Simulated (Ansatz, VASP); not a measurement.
Mo: VASP beside Ansatz

```
Mo
1.0
    -1.56507    1.56507    1.56507
     1.56507   -1.56507    1.56507
     1.56507    1.56507   -1.56507
Mo
1
Direct
  0.00000 0.00000 0.00000
```

Alike in both runs: functional PBEsol; k mesh 17 × 17 × 17; occupations fermi-dirac, width 0.08 eV; no spin polarisation.

Ansatz relaxed the structure, and its values are those at the end. VASP's run is a single point on that final structure, the one shown.

|  | VASP | Ansatz |
| --- | --- | --- |
| version | VASP 6.6.1 | Ansatz 0.2.0 |
| potentials or method | VASP PAW PBE potentials, release 64 (Mo_sv) | PAW with Ansatz's default frozen-core files, scalar-relativistic |
| plane-wave cutoff (eV) | 520 | 420 |
| valence electrons in the cell | 14 | 14 |

|  | VASP | Ansatz | Ansatz less VASP |
| --- | --- | --- | --- |
| pressure (GPa) | 0.6 | 0.0 | -0.55 |

VASP's potentials were made for PBE, not for PBEsol.
